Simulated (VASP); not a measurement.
# Al (I4/mmm) in VASP: a series of runs

The runs below take Al through single point, with PBEsol.

Everything below comes from runs of VASP 6.6.1. Logs are shortened: lines on timing, memory, paths and dates and some standing lists are left out, and cuts for length are marked.

## 1. The cell of the first run

Symmetry: I4/mmm, No. 139, tetragonal system. The conventional cell has a = 2.719 Å, b = 2.719 Å, c = 4.250 Å, α = 90.00°, β = 90.00°, γ = 90.00°. Within 3.6 Å of Al (site symmetry 4/mmm) lie 12 Al at 2.72 to 2.87 Å.

## 2. Single point, PBEsol (strain -0.050 along x and y, +0.050 along z)

INCAR reads:

```
SYSTEM = Al
PREC     = Accurate       ! precision mode
ENCUT    = 520            ! plane-wave cutoff, eV
EDIFF    = 1E-6           ! SCF threshold, eV
ISMEAR   = 0              ! smearing method
SIGMA    = 0.15           ! smearing width, eV
LREAL    = .False.        ! projectors in reciprocal space
LASPH    = .True.         ! aspherical terms in the spheres
NELM     = 100            ! most SCF steps
ALGO     = Normal         ! electronic algorithm
ISIF     = 2              ! what is computed and relaxed
LWAVE    = .False.        ! write WAVECAR
LCHARG   = .False.        ! write CHGCAR
GGA      = PS             ! functional
NBANDS   = 8              ! bands
```

KPOINTS reads:

```
Automatic mesh
0
Gamma
  20 20 20
  0 0 0
```

POSCAR reads:

```
Al
1.0
    0.0000000000      1.9227810000      2.1251790000
    1.9227810000      0.0000000000      2.1251790000
    1.9227810000      1.9227810000      0.0000000000
Al
1
Direct
    0.0000000000      0.0000000000      0.0000000000
```

Potentials or basis: VASP PAW PBE potentials, release 64 (Al).

Launch:

```console
$ cat potpaw_PBE.64/Al/POTCAR > POTCAR
$ mpirun -np 1 vasp_std > vasp.out
```

OUTCAR:

```text
SYSTEM = Al
   PREC = Accurate
   ENCUT = 520
   EDIFF = 1E-6
   ISMEAR = 0
   LREAL = .False.
   LASPH = .True.
   NELM = 100
   ISIF = 2
   GGA = PS

 ion  position               nearest neighbor table
   1  0.000  0.000  0.000-

  LATTYP: Found a body centered tetragonal cell.
 ALAT       =     2.7192229677
 C/A-ratio  =     1.5630781479

  Lattice vectors:

 A1 = (  -1.9227810000,   0.0000000000,   2.1251790000)
 A2 = (   1.9227810000,   0.0000000000,   2.1251790000)
 A3 = (   0.0000000000,   1.9227810000,  -2.1251790000)

Analysis of symmetry for initial positions (statically):
=====================================================================
 Subroutine PRICEL returns:
 Original cell was already a primitive cell.

 Routine SETGRP: Setting up the symmetry group for a
 body centered tetragonal supercell.

 Subroutine GETGRP returns: Found 16 space group operations
 (whereof 16 operations were pure point group operations)
 out of a pool of 16 trial point group operations.

The static configuration has the point symmetry D_4h.

Analysis of symmetry for dynamics (positions and initial velocities):
=====================================================================
 Subroutine PRICEL returns:
 Original cell was already a primitive cell.

 Routine SETGRP: Setting up the symmetry group for a
 body centered tetragonal supercell.

 Subroutine GETGRP returns: Found 16 space group operations
 (whereof 16 operations were pure point group operations)
 out of a pool of 16 trial point group operations.

The dynamic configuration has the point symmetry D_4h.

 Subroutine INISYM returns: Found 16 space group operations
 (whereof 16 operations are pure point group operations),
 and found     1 'primitive' translations

----------------------------------------------------------------------------------------

                                     Primitive cell

  volume of cell :      15.7139

  direct lattice vectors                    reciprocal lattice vectors
     0.000000000  1.922781000  2.125179000    -0.260040015  0.260040015  0.235274299
     1.922781000  0.000000000  2.125179000     0.260040015 -0.260040015  0.235274299
     1.922781000  1.922781000  0.000000000     0.260040015  0.260040015 -0.235274299

  length of vectors
     2.865915658  2.865915658  2.719222968     0.436572577  0.436572577  0.436572577

  position of ions in fractional coordinates (direct lattice)
     0.000000000  0.000000000  0.000000000

  ion indices of the primitive-cell ions
   primitive index   ion index
                 1           1

----------------------------------------------------------------------------------------

 KPOINTS: Automatic mesh

Automatic generation of k-mesh.
 Grid dimensions read from file:
 generate k-points for:   20   20   20

 Generating k-lattice:

  Cartesian coordinates                     Fractional coordinates (reciprocal lattice)
    -0.013002001  0.013002001  0.011763715     0.050000000 -0.000000000  0.000000000
     0.013002001 -0.013002001  0.011763715    -0.000000000  0.050000000  0.000000000
     0.013002001  0.013002001 -0.011763715     0.000000000  0.000000000  0.050000000

  Length of vectors
     0.021828629  0.021828629  0.021828629

  Shift w.r.t. Gamma in fractional coordinates (k-lattice)
     0.000000000  0.000000000  0.000000000

 Subroutine IBZKPT returns following result:
 ===========================================

 Found    641 irreducible k-points:

 Following reciprocal coordinates:
            Coordinates               Weight
  0.000000  0.000000  0.000000      1.000000
  0.050000  0.000000  0.000000      8.000000
  0.100000  0.000000  0.000000      8.000000
  0.150000  0.000000  0.000000      8.000000
  0.200000  0.000000  0.000000      8.000000
  0.250000  0.000000  0.000000      8.000000
[... 16 lines left out ...]
 -0.400000  0.050000  0.000000      8.000000
 -0.350000  0.050000  0.000000      8.000000
 [... further k-points ...]
   k-points           NKPTS =    641   k-points in BZ     NKDIM =    641   number of bands    NBANDS=      8
   number of dos      NEDOS =    301   number of ions     NIONS =      1
   total plane-waves  NPLWV =  11520
   dimension x,y,z NGX =    24 NGY =   24 NGZ =   20
   dimension x,y,z NGXF=    48 NGYF=   48 NGZF=   40
   ions per type =               1
   NGX,Y,Z   is equivalent  to a cutoff of  13.92, 13.92, 12.23 a.u.
   NGXF,Y,Z  is equivalent  to a cutoff of  27.84, 27.84, 24.45 a.u.
 SYSTEM =  Al
   PREC   = accura    normal or accurate (medium, high low for compatibility)
   ISTART =      0    job   : 0-new  1-cont  2-samecut
   ICHARG =      2    charge: 1-file 2-atom 10-const
   ISPIN  =      1    spin polarized calculation?
   LNONCOLLINEAR =      F non collinear calculations
   LSORBIT =      F    spin-orbit coupling
   LASPH  =      T    aspherical Exc in radial PAW
   ENCUT  =  520.0 eV  38.22 Ry    6.18 a.u.   5.33  5.33  5.06*2*pi/ulx,y,z
   NELM   =    100;   NELMIN=  2; NELMDL= -5     # of ELM steps
   EDIFF  = 0.1E-05   stopping-criterion for ELM
   LREAL  =      F    real-space projection
   EDIFFG = 0.1E-04   stopping-criterion for IOM
   NSW    =      0    number of steps for IOM
   IBRION =     -1    ionic relax: 0-MD 1-quasi-New 2-CG
   NFREE  =      0    steps in history (QN), initial steepest desc. (CG)
   ISIF   =      2    stress and relaxation
   ISYM   =      2    0-nonsym 1-usesym 2-fastsym
   POTIM  = 0.5000    time-step for ionic-motion
   TEBEG  =    0.0;   TEEND  =   0.0 temperature during run
   PSTRESS=    0.0 pullay stress
   NELECT =       3.0000    total number of electrons
   NUPDOWN=      -1.0000    fix difference up-down
   EMIN   =  10.00;   EMAX   =-10.00  energy-range for DOS
   EFERMI =   0.00;   METHOD = LEGACY
   ISMEAR =     0;   SIGMA  =   0.15  broadening in eV -4-tet -1-fermi 0-gaus
   EFERMI_NEDOS =   21; number of points for ismear=-14 and -15
   IALGO  =     38    algorithm
   IMIX   =      4    mixing-type and parameters
     AMIX     =   0.40;   BMIX     =  1.00
     AMIX_MAG =   1.60;   BMIX_MAG =  1.00
  volume/ion in A,a.u.               =      15.71       106.04
  Fermi-wavevector in a.u.,A,eV,Ry     =   0.942657  1.781363 12.090158  0.888602
  Thomas-Fermi vector in A             =   2.070288
   LORBIT       =      0    0 simple, 1 ext, 2 COOP (PROOUT), +10 PAW based schemes
   GGA     = PS    functional components
   LHFCALC =     F    Hartree Fock is set to
   AEXX    =    0.0000 exact exchange contribution
   IVDW    =     0    specifies the selected vdW correction
   LEPSILON=     F    determine dielectric tensor
   LRPA    =     F    only Hartree local field effects (RPA)
 non-spin polarized calculation
 Gauss-broadening in eV      SIGMA  =   0.15
  energy-cutoff  :      520.00
  volume of cell :       15.71
 maximum number of plane-waves:       436
 NGX is ok and might be reduce to    24
   NGX = 11   NGY = 11   NGZ = 11

 number of electron       3.0000000 magnetization

 Free energy of the ion-electron system (eV)
  ---------------------------------------------------
  ext. energy  EPLUGINS =         0.00000000
  ---------------------------------------------------
  free energy    TOTEN  =        -4.06646127 eV

  energy without entropy =       -4.06162359  energy(sigma->0) =       -4.06404243

 E-fermi :   8.4302     XC(G=0): -10.4356

 val. band max:        8.4294224175   @ k =  -0.3000   0.4500   0.2000
 cond. band min:       8.4337653269   @ k =  -0.2000   0.5000   0.3000
 fundamental gap:      0.0043429094
 Fermi energy:         8.4302348617

 k-point     1 :       0.0000    0.0000    0.0000
  band No.  band energies     occupation
      1      -3.0034      2.00000
      2      20.6836      0.00000
      3      21.8505      0.00000
      4      21.8505      0.00000
      5      23.1784      0.00000
      6      23.1784      0.00000
      7      23.4035      0.00000
      8      25.4695      0.00000

 k-point     2 :       0.0500    0.0000    0.0000
  band No.  band energies     occupation
      1      -2.9329      2.00000
      2      19.9409      0.00000
      3      21.0447      0.00000
      4      21.6220      0.00000
      5      23.5196      0.00000
      6      23.5228      0.00000
      7      23.8220      0.00000
      8      25.2544      0.00000

 k-point     3 :       0.1000    0.0000    0.0000
  band No.  band energies     occupation
      1      -2.7216      2.00000
      2      18.0816      0.00000
      3      20.3767      0.00000
      4      21.2339      0.00000
      5      23.7030      0.00000
      6      23.8971      0.00000
      7      24.2564      0.00000
      8      25.0432      0.00000

 k-point     4 :       0.1500    0.0000    0.0000
  band No.  band energies     occupation
      1      -2.3703      2.00000
      2      16.0336      0.00000
      3      19.8261      0.00000
      4      20.8942      0.00000
      5      23.0287      0.00000
      6      23.7263      0.00000
      7      25.1560      0.00000
      8      25.8741      0.00000

 k-point     5 :       0.2000    0.0000    0.0000
  band No.  band energies     occupation
      1      -1.8799      2.00000
      2      14.0107      0.00000
      3      19.3587      0.00000
      4      20.6489      0.00000
      5      22.1499      0.00000
      6      23.5839      0.00000
      7      25.9991      0.00000
      8      26.9011      0.00000
[... 177 lines left out ...]
 k-point    22 :      -0.4500    0.0500    0.0000
  band No.  band energies     occupation
      1       3.1533      2.00000
      2       4.7609      2.00000
      3      16.8109      0.00000
      4      20.4090      0.00000
      5      20.8959      0.00000
      6      22.3389      0.00000
      7      24.5664      0.00000
      8      25.2366      0.00000

 k-point    23 :      -0.4000    0.0500    0.0000
  band No.  band energies     occupation
      1       1.9574      2.00000
      2       6.2228      2.00000
      3      16.7270      0.00000
      4      20.8196      0.00000
      5      21.4796      0.00000
      6      22.0095      0.00000
      7      24.7981      0.00000
      8      25.1759      0.00000

 k-point    24 :      -0.3500    0.0500    0.0000
  band No.  band energies     occupation
      1       0.8782      2.00000
      2       7.8124      2.00000
      3      16.7630      0.00000
      4      21.3339      0.00000
      5      21.6481      0.00000
      6      22.3275      0.00000
      7      24.4893      0.00000
      8      25.8834      0.00000

 [... further k-points ...]

------------------------ aborting loop because EDIFF is reached ----------------------------------------

  FORCE on cell =-STRESS in cart. coord.  units (eV):
  Direction    XX          YY          ZZ          XY          YZ          ZX
  --------------------------------------------------------------------------------------
  -------------------------------------------------------------------------------------
  Total        0.6078828      0.6078828     -0.1840223      0.0000000      0.0000000     -0.0000000
  in kB       61.9791034     61.9791034    -18.7627227      0.0000000      0.0000000     -0.0000000
  external PRESSURE =      35.0651613 kB  Pullay stress =       0.0000000 kB

 VOLUME and BASIS-vectors are now :
 -----------------------------------------------------------------------------
  energy-cutoff  :      520.00
  volume of cell :       15.71
      direct lattice vectors                 reciprocal lattice vectors
     0.000000000  1.922781000  2.125179000    -0.260040015  0.260040015  0.235274299
     1.922781000  0.000000000  2.125179000     0.260040015 -0.260040015  0.235274299
     1.922781000  1.922781000  0.000000000     0.260040015  0.260040015 -0.235274299

 POSITION                                       TOTAL-FORCE (eV/Angst)
 -----------------------------------------------------------------------------------
      0.00000      0.00000      0.00000         0.000000      0.000000      0.000000
 -----------------------------------------------------------------------------------
    total drift:                                0.000000      0.000000     -0.000000

  FREE ENERGIE OF THE ION-ELECTRON SYSTEM (eV)
  ---------------------------------------------------
  free  energy   TOTEN  =        -4.0664612719 eV

  energy  without entropy=       -4.0616235949  energy(sigma->0) =       -4.06404243
```

Wall time 24 s (1 thread of Intel Xeon 6975P-C, shared host); peak memory 0.18 GiB.

Results:

```
Free energy : -4.0665 eV
Pressure    : 3.5 GPa
```

Stress tensor (GPa, compression positive):
```
 6.20  0.00  0.00
 0.00  6.20  0.00
 0.00  0.00 -1.88
```

Levels at points of the mesh, in eV from the Fermi level:
```tsv
k point	band 1	band 2	band 3	band 4	band 5	band 6
(0.00, 0.00, 0.00)	-11.43	12.25	13.42	13.42	14.75	14.75
(0.50, 0.00, 0.00)	-4.73	-4.37	10.26	10.34	12.91	13.33
(0.50, 0.50, 0.00)	-3.90	-2.94	6.12	7.17	7.17	10.83
(0.50, 0.00, 0.50)	-2.47	-0.88	4.96	5.03	5.68	8.96
```

Caveat: the cell differs from its parent crystal (strain -0.050 along x and y, +0.050 along z); the PAW data sets were made with another functional, which shifts forces and pressure a little.

(Part 1 of 2 ends here.)
